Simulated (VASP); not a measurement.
## Si3N4: single point with r2SCAN

Si3N4:

```
Si N
1.0
     0.00000    3.83825    3.83825
     3.83825    0.00000    3.83825
     3.83825    3.83825    0.00000
Si N
6 8
Cartesian
  4.7978 4.7978 4.7978
  4.7978 2.8787 2.8787
  2.8787 2.8787 4.7978
  2.8787 4.7978 2.8787
  0.0000 0.0000 0.0000
  1.9191 1.9191 1.9191
  2.9355 2.9355 2.9355
  6.6601 4.8546 4.8546
  4.7410 4.7410 2.9355
  4.8546 6.6601 4.8546
  2.9355 4.7410 4.7410
  6.6601 6.6601 6.6601
  4.7410 2.9355 4.7410
  4.8546 4.8546 6.6601
```

- Program: VASP 6.6.1
- Task: single point
- Functional: r2SCAN
- Potentials or basis: VASP PAW PBE potentials, release 64 (Si, N)
- Cutoff: 520 eV
- k mesh: 3 × 3 × 3
- Occupations: gaussian, width 0.01 eV
- Spin: no spin polarisation

- Pressure: 7.2 GPa
- Largest force: 0.079 eV/Å
- Band gap on the k mesh: 4.14 eV, direct

Forces in eV/Å, atoms in the order of the input:
```
Si   0.000  0.000  0.000
Si   0.000  0.000  0.000
Si   0.000  0.000  0.000
Si   0.000  0.000  0.000
Si   0.000  0.000  0.000
Si   0.000  0.000  0.000
N   -0.046 -0.046 -0.046
N    0.046 -0.046 -0.046
N    0.046  0.046 -0.046
N   -0.046  0.046 -0.046
N   -0.046  0.046  0.046
N    0.046  0.046  0.046
N    0.046 -0.046  0.046
N   -0.046 -0.046  0.046
```

Levels at points of the mesh, in eV from the valence-band top:
```csv
k point,band 28,band 29,band 30,band 31,band 32,band 33,band 34,band 35,band 36,band 37
"(0.00, 0.00, 0.00)",-0.20,-0.20,0.00,0.00,0.00,4.14,4.14,4.14,5.90,7.31
```

Wall time 3.3 min on 1 thread of Intel Xeon 8259CL (shared host), peak memory 0.25 GiB.

Caveat: the k points lie up to 0.47 Å⁻¹ apart; the PAW data sets were made with another functional, which shifts forces and pressure a little. r2SCAN opens gaps a little over a GGA but as a rule still falls short of measured ones.
